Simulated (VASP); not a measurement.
# Si in VASP: further runs

Si is run at these levels: PBE+D3(BJ); tasks: single point.

Everything below comes from runs of VASP 6.6.1. Logs are shortened: lines on timing, memory, paths and dates and some standing lists are left out, and cuts for length are marked.

**1. The cell of the first run**

The cell holds a slab with vacuum, 4 atoms: a = 3.848 Å, b = 3.848 Å, c = 18.442 Å, α = 90.00°, β = 90.00°, γ = 120.00°.

**2. Single point, PBE+D3(BJ)**

The input, INCAR:

```
SYSTEM = Si
PREC = Accurate
ENCUT = 520
EDIFF = 1E-6
ISMEAR = 0
SIGMA = 0.1
LREAL = .False.
LASPH = .True.
NELM = 100
ALGO = Normal
ISIF = 2
LWAVE = .False.
LCHARG = .True.
LDIPOL = .True.
IDIPOL = 3
DIPOL = 0.5 0.5 0.378
GGA = PE
IVDW = 12
LELF = .True.
LVHAR = .True.
LVACPOTAV = .True.
NBANDS = 16
```

The input, KPOINTS:

```
Automatic mesh
0
Gamma
  9 9 1
  0 0 0
```

The input, POSCAR:

```
Si
1.0
    3.8475254748      0.0000000000      0.0000000000
   -1.9237627374      3.3320548028      0.0000000000
    0.0000000000      0.0000000000     18.4415958287
Si
4
Direct
    0.3333333333      0.6666666667      0.2695427207
    0.6666666667      0.3333333333      0.2440135898
    0.0000000000      1.5000000000      0.5119728204
    0.3333333333      1.1666666667      0.4864436895
```

Potentials or basis: VASP PAW PBE potentials, release 64 (Si).

The run is started by

```bash
cat potpaw_PBE.64/Si/POTCAR > POTCAR
mpirun -np 1 vasp_std > vasp.out
```

OUTCAR:

```text
SYSTEM = Si
   PREC = Accurate
   ENCUT = 520
   EDIFF = 1E-6
   ISMEAR = 0
   LREAL = .False.
   LASPH = .True.
   NELM = 100
   ISIF = 2
   GGA = PE
   IVDW = 12
 IVDW          = 12

 ion  position               nearest neighbor table
   1  0.333  0.667  0.270-   2 2.27   2 2.27   2 2.27
   2  0.667  0.333  0.244-   1 2.27   1 2.27   1 2.27
   3  0.000  0.500  0.512-   4 2.27   4 2.27   4 2.27
   4  0.333  0.167  0.486-   3 2.27   3 2.27   3 2.27

  LATTYP: Found a hexagonal cell.
 ALAT       =     3.8475254748
 C/A-ratio  =     4.7931055816

  Lattice vectors:

 A1 = (   3.8475254748,   0.0000000000,   0.0000000000)
 A2 = (  -1.9237627374,   3.3320548028,   0.0000000000)
 A3 = (   0.0000000000,   0.0000000000,  18.4415958287)

Analysis of symmetry for initial positions (statically):
=====================================================================
 Subroutine PRICEL returns:
 Original cell was already a primitive cell.

 Routine SETGRP: Setting up the symmetry group for a
 hexagonal supercell.

 Subroutine GETGRP returns: Found  4 space group operations
 (whereof  2 operations were pure point group operations)
 out of a pool of 24 trial point group operations.

The static configuration has the point symmetry C_1h.
 The point group associated with its full space group is C_2h.

Analysis of symmetry for dynamics (positions and initial velocities):
=====================================================================
 Subroutine PRICEL returns:
 Original cell was already a primitive cell.

 Routine SETGRP: Setting up the symmetry group for a
 hexagonal supercell.

 Subroutine GETGRP returns: Found  4 space group operations
 (whereof  2 operations were pure point group operations)
 out of a pool of 24 trial point group operations.

The dynamic configuration has the point symmetry C_1h.
 The point group associated with its full space group is C_2h.

 Subroutine INISYM returns: Found  4 space group operations
 (whereof  2 operations are pure point group operations),
 and found     1 'primitive' translations

----------------------------------------------------------------------------------------

                                     Primitive cell

  volume of cell :     236.4243

  direct lattice vectors                    reciprocal lattice vectors
     3.847525475  0.000000000  0.000000000     0.259907311  0.150057556  0.000000000
    -1.923762737  3.332054803  0.000000000     0.000000000  0.300115112  0.000000000
     0.000000000  0.000000000 18.441595829     0.000000000  0.000000000  0.054225242
[... 96 lines left out ...]
   TEBEG  =    0.0;   TEEND  =   0.0 temperature during run
   PSTRESS=    0.0 pullay stress
   NELECT =      16.0000    total number of electrons
   NUPDOWN=      -1.0000    fix difference up-down
   EMIN   =  10.00;   EMAX   =-10.00  energy-range for DOS
   EFERMI =   0.00;   METHOD = LEGACY
   ISMEAR =     0;   SIGMA  =   0.10  broadening in eV -4-tet -1-fermi 0-gaus
   EFERMI_NEDOS =   21; number of points for ismear=-14 and -15
   IALGO  =     38    algorithm
   IMIX   =      4    mixing-type and parameters
     AMIX     =   0.40;   BMIX     =  1.00
     AMIX_MAG =   1.60;   BMIX_MAG =  1.00
  volume/ion in A,a.u.               =      59.11       398.87
  Fermi-wavevector in a.u.,A,eV,Ry     =   0.667141  1.260713  6.055637  0.445077
  Thomas-Fermi vector in A             =   1.741657
   LORBIT       =      0    0 simple, 1 ext, 2 COOP (PROOUT), +10 PAW based schemes
   GGA     = PE    functional components
   LHFCALC =     F    Hartree Fock is set to
   AEXX    =    0.0000 exact exchange contribution
   IVDW    =    12    specifies the selected vdW correction
   LEPSILON=     F    determine dielectric tensor
   LRPA    =     F    only Hartree local field effects (RPA)
 non-spin polarized calculation
 Gauss-broadening in eV      SIGMA  =   0.10
  energy-cutoff  :      520.00
  volume of cell :      236.42
 maximum number of plane-waves:      6399
 NGX is ok and might be reduce to    30
   NGX = 15   NGY = 15   NGZ = 69

 dipolmoment           0.000000      0.000000      0.000481 electrons x Angstroem

 number of electron      16.0000002 magnetization

 dipolmoment           0.000000      0.000000     -0.000004 electrons x Angstroem

 Free energy of the ion-electron system (eV)
  ---------------------------------------------------
  ext. energy  EPLUGINS =         0.00000000
  ---------------------------------------------------
  free energy    TOTEN  =       -19.15528770 eV

  energy without entropy =      -19.15528190  energy(sigma->0) =      -19.15528480

 E-fermi :  -1.0101     XC(G=0):  -4.2320

 val. band max:       -1.2608674264   @ k =   0.3333   0.3333   0.0000
 cond. band min:      -0.7471648872   @ k =   0.3333   0.3333   0.0000
 fundamental gap:      0.5137025392
 Fermi energy:        -1.0101107946

 k-point     1 :       0.0000    0.0000    0.0000
  band No.  band energies     occupation
      1     -12.1517      2.00000
      2     -12.0599      2.00000
      3      -4.6050      2.00000
      4      -3.7993      2.00000
      5      -2.2053      2.00000
      6      -2.1941      2.00000
[... 433 lines left out ...]
      3      -8.0996      2.00000
      4      -8.0297      2.00000
      5      -5.0838      2.00000
      6      -5.0271      2.00000
[... 8 lines left out ...]
     15       4.6922      0.00000
     16       5.0856      0.00000

 [... further k-points ...]

------------------------ aborting loop because EDIFF is reached ----------------------------------------

 Edisp (eV)   -0.96291

 E8    (eV) :    -0.4086

  FORCE on cell =-STRESS in cart. coord.  units (eV):
  Direction    XX          YY          ZZ          XY          YZ          ZX
  --------------------------------------------------------------------------------------
  -------------------------------------------------------------------------------------
  Total      -0.16194    -0.19454    -0.70827     0.02824    -0.03454    -0.05982
  in kB      -1.09740    -1.31837    -4.79971     0.19136    -0.23405    -0.40538
  external pressure =       -2.41 kB  Pullay stress =        0.00 kB

 VOLUME and BASIS-vectors are now :
 -----------------------------------------------------------------------------
  energy-cutoff  :      520.00
  volume of cell :      236.42
      direct lattice vectors                 reciprocal lattice vectors
     3.847525475  0.000000000  0.000000000     0.259907311  0.150057556  0.000000000
    -1.923762737  3.332054803  0.000000000     0.000000000  0.300115112  0.000000000
     0.000000000  0.000000000 18.441595829     0.000000000  0.000000000  0.054225242

 POSITION                                       TOTAL-FORCE (eV/Angst)
 -----------------------------------------------------------------------------------
     -0.00000      2.22137      4.97080         0.000648      0.000374      0.123160
      1.92376      1.11068      4.50000         0.011574      0.006682      0.038933
     -0.96188      1.66603      9.44160        -0.011574     -0.006682     -0.038933
      0.96188      0.55534      8.97080        -0.000648     -0.000374     -0.123160
 -----------------------------------------------------------------------------------
    total drift:                                0.000000      0.000000     -0.000045

  FREE ENERGIE OF THE ION-ELECTRON SYSTEM (eV)
  ---------------------------------------------------
  free  energy   TOTEN  =       -20.1182009754 eV

  energy  without entropy=      -20.1181951784  energy(sigma->0) =      -20.11819808

 vacuum level on the upper side and lower side of the slab         3.613         3.613
```

stdout:

```text
POSCAR found type information on POSCAR Si
 POSCAR found :  1 types and       4 ions
 scaLAPACK will be used
 LDA part: xc-table for (Slater+PW92), standard interpolation
 POSCAR, INCAR and KPOINTS ok, starting setup
 FFT: planning ... GRIDC
 FFT: planning ... GRID_SOFT
 FFT: planning ... GRID
 WAVECAR not read
 entering main loop
 -----------------------------------------------------------------------------
|                                                                             |
|           W    W    AA    RRRRR   N    N  II  N    N   GGGG   !!!           |
|           W    W   A  A   R    R  NN   N  II  NN   N  G    G  !!!           |
|           W    W  A    A  R    R  N N  N  II  N N  N  G       !!!           |
|           W WW W  AAAAAA  RRRRR   N  N N  II  N  N N  G  GGG   !            |
|           WW  WW  A    A  R   R   N   NN  II  N   NN  G    G                |
|           W    W  A    A  R    R  N    N  II  N    N   GGGG   !!!           |
|                                                                             |
|     Did not find any points to average over, which means that no vacuum     |
|     field-free region was found. Please increase the size of  your cell     |
|     in the dimension of the dipole correction to obtain accurate            |
|     workfunction values.                                                    |
|                                                                             |
 -----------------------------------------------------------------------------
```

It took 1.8 min on 1 thread of Intel Xeon Platinum 8488C (Sapphire Rapids), shared host; peak memory 0.37 GiB.

What came out:

```
Free energy                : -20.1182 eV
Largest force              : 0.123 eV/Å
Band gap on the k mesh     : 0.51 eV, direct
Dispersion energy per atom : -0.241 eV
```

Forces on the atoms (eV/Å):
```
Si   0.001  0.000  0.123
Si   0.012  0.007  0.039
Si  -0.012 -0.007 -0.039
Si  -0.001  0.000 -0.123
```

Levels at points of the mesh, in eV from the valence-band top:
| k point | band 6 | band 7 | band 8 | band 9 | band 10 | band 11 |
| --- | --- | --- | --- | --- | --- | --- |
| (0.00, 0.00, 0.00) | -0.93 | -0.92 | -0.91 | 2.30 | 2.32 | 2.49 |

**3. Single point, PBE+D3(BJ)**

The input, INCAR:

```
SYSTEM = Si
  PREC = Accurate
  ENCUT = 520
  EDIFF = 1E-7
  ISMEAR = 0
  SIGMA = 0.1
  LREAL = .False.
  LASPH = .True.
  NELM = 60
  ALGO = Normal
  ISIF = 2
  LWAVE = .False.
  LCHARG = .False.
  LDIPOL = .True.
  IDIPOL = 3
  DIPOL = 0.5 0.5 0.378
  GGA = PE
  IVDW = 12
  NBANDS = 16
```

KPOINTS is that of step 2.

POSCAR, as its differences from that of step 2:

```diff
@@ -10,3 +10,3 @@
     0.6666666667      0.3333333333      0.2440135898
-    0.0000000000      1.5000000000      0.5119728204
-    0.3333333333      1.1666666667      0.4864436895
+    0.1666666667      1.3333333333      0.5119728204
+    0.5000000000      1.0000000000      0.4864436895
```

Potentials or basis: VASP PAW PBE potentials, release 64 (Si).

The run is started by

```bash
cat potpaw_PBE.64/Si/POTCAR > POTCAR
mpirun -np 1 vasp_std > vasp.out
```

It took 1.8 min on 1 thread of Intel Xeon Platinum 8488C (Sapphire Rapids), shared host; peak memory 0.36 GiB.

The run converged. Its results:

| Quantity | Value |
| --- | --- |
| Free energy | -20.1336 eV |
| Largest force | 0.169 eV/Å |
| Band gap on the k mesh | 0.33 eV, direct |
| Dispersion energy per atom | -0.241 eV |

Forces on the atoms (eV/Å):
```
Si   0.000  0.033  0.166
Si   0.000  0.013  0.032
Si   0.000 -0.013 -0.032
Si   0.000 -0.033 -0.166
```

Levels at points of the mesh, in eV from the valence-band top:
| k point | band 5 | band 6 | band 7 | band 8 | band 9 | band 10 | band 11 | band 12 |
| --- | --- | --- | --- | --- | --- | --- | --- | --- |
| (0.00, 0.00, 0.00) | -1.02 | -1.02 | -1.01 | -1.01 | 2.21 | 2.23 | 2.38 | 3.18 |

**4. Single point, PBE+D3(BJ)**

The input, INCAR:

```
PREC     = Accurate       # precision mode
ENCUT    = 520            # plane-wave cutoff, eV
EDIFF    = 1E-7           # SCF threshold, eV
ISMEAR   = 0              # smearing method
SIGMA    = 0.1            # smearing width, eV
LREAL    = F              # projectors in reciprocal space
LASPH    = T              # aspherical terms in the spheres
NELM     = 60             # most SCF steps
ALGO     = Normal         # electronic algorithm
ISIF     = 2              # what is computed and relaxed
LWAVE    = F              # write WAVECAR
LCHARG   = F              # write CHGCAR
LDIPOL   = T            
IDIPOL   = 3            
DIPOL    = 0.5 0.5 0.378
GGA      = PE             # functional
IVDW     = 12             # dispersion correction
NBANDS   = 16             # bands
```

The input, KPOINTS:

```
regular mesh
0
Gamma
  9 9 1
```

POSCAR, as its differences from that of step 3:

```diff
@@ -10,3 +10,3 @@
     0.6666666667      0.3333333333      0.2440135898
-    0.1666666667      1.3333333333      0.5119728204
-    0.5000000000      1.0000000000      0.4864436895
+    0.3333333333      1.1666666667      0.5119728204
+    0.6666666667      0.8333333333      0.4864436895
```

Potentials or basis: VASP PAW PBE potentials, release 64 (Si).

The run is started by

```bash
cat potpaw_PBE.64/Si/POTCAR > POTCAR
mpirun -np 1 vasp_std > vasp.out
```

OUTCAR:

```text
PREC = Accurate
   ENCUT = 520
   EDIFF = 1E-7
   ISMEAR = 0
   LREAL = F
   LASPH = T
   NELM = 60
   ISIF = 2
   GGA = PE
   IVDW = 12
 IVDW          = 12

 ion  position               nearest neighbor table
   1  0.333  0.667  0.270-   2 2.27   2 2.27   2 2.27
   2  0.667  0.333  0.244-   1 2.27   1 2.27   1 2.27
   3  0.333  0.167  0.512-   4 2.27   4 2.27   4 2.27
   4  0.667  0.833  0.486-   3 2.27   3 2.27   3 2.27

  LATTYP: Found a hexagonal cell.
 ALAT       =     3.8475254748
 C/A-ratio  =     4.7931055816

  Lattice vectors:

 A1 = (   3.8475254748,   0.0000000000,   0.0000000000)
 A2 = (  -1.9237627374,   3.3320548028,   0.0000000000)
 A3 = (   0.0000000000,   0.0000000000,  18.4415958287)

Analysis of symmetry for initial positions (statically):
=====================================================================
 Subroutine PRICEL returns:
 Original cell was already a primitive cell.

 Routine SETGRP: Setting up the symmetry group for a
 hexagonal supercell.

 Subroutine GETGRP returns: Found  4 space group operations
 (whereof  2 operations were pure point group operations)
 out of a pool of 24 trial point group operations.

The static configuration has the point symmetry C_1h.
[... 184 lines left out ...]
      5      -2.2098      2.00000
      6      -2.1982      2.00000
[... 433 lines left out ...]
      3      -8.0803      2.00000
      4      -8.0482      2.00000
      5      -5.0732      2.00000
      6      -5.0370      2.00000
[... 8 lines left out ...]
     15       4.6818      0.00000
     16       5.0883      0.00000

 [... further k-points ...]

------------------------ aborting loop because EDIFF is reached ----------------------------------------

 vacuum level on the upper side and lower side of the slab       (xc-potential included)        -0.097        -0.096

 Edisp (eV)   -0.96245

 E8    (eV) :    -0.4082

  FORCE on cell =-STRESS in cart. coord.  units (eV):
  Direction    XX          YY          ZZ          XY          YZ          ZX
  --------------------------------------------------------------------------------------
  -------------------------------------------------------------------------------------
  Total      -0.16418    -0.10651    -0.89690    -0.04994    -0.06550    -0.11345
  in kB      -1.11258    -0.72180    -6.07799    -0.33843    -0.44386    -0.76879
  external pressure =       -2.64 kB  Pullay stress =        0.00 kB

 VOLUME and BASIS-vectors are now :
 -----------------------------------------------------------------------------
  energy-cutoff  :      520.00
  volume of cell :      236.42
      direct lattice vectors                 reciprocal lattice vectors
     3.847525475  0.000000000  0.000000000     0.259907311  0.150057556  0.000000000
    -1.923762737  3.332054803  0.000000000     0.000000000  0.300115112  0.000000000
     0.000000000  0.000000000 18.441595829     0.000000000  0.000000000  0.054225242

 POSITION                                       TOTAL-FORCE (eV/Angst)
 -----------------------------------------------------------------------------------
     -0.00000      2.22137      4.97080         0.029537      0.017053      0.170306
      1.92376      1.11068      4.50000        -0.000970     -0.000560      0.038861
      0.96188      0.55534      9.44160         0.000970      0.000560     -0.038861
      0.96188      2.77671      8.97080        -0.029537     -0.017053     -0.170306
 -----------------------------------------------------------------------------------
    total drift:                                0.000000      0.000000     -0.000011

  FREE ENERGIE OF THE ION-ELECTRON SYSTEM (eV)
  ---------------------------------------------------
  free  energy   TOTEN  =       -20.1376167662 eV

  energy  without entropy=      -20.1363829941  energy(sigma->0) =      -20.13699988

 vacuum level on the upper side and lower side of the slab         3.533         3.535
```

stdout:

```text
POSCAR found type information on POSCAR Si
 POSCAR found :  1 types and       4 ions
 scaLAPACK will be used
 LDA part: xc-table for (Slater+PW92), standard interpolation
 POSCAR, INCAR and KPOINTS ok, starting setup
 FFT: planning ... GRIDC
 FFT: planning ... GRID_SOFT
 FFT: planning ... GRID
 WAVECAR not read
 entering main loop
```

Wall time 2 min (1 thread of Intel Xeon Platinum 8488C (Sapphire Rapids), shared host); peak memory 0.36 GiB.

What came out:

```
Free energy                : -20.1376 eV
Largest force              : 0.174 eV/Å
Band gap on the k mesh     : 0.18 eV, direct
Dispersion energy per atom : -0.241 eV
```

Forces on the atoms (eV/Å):
```
Si   0.030  0.017  0.170
Si  -0.001 -0.001  0.039
Si   0.001  0.001 -0.039
Si  -0.030 -0.017 -0.170
```
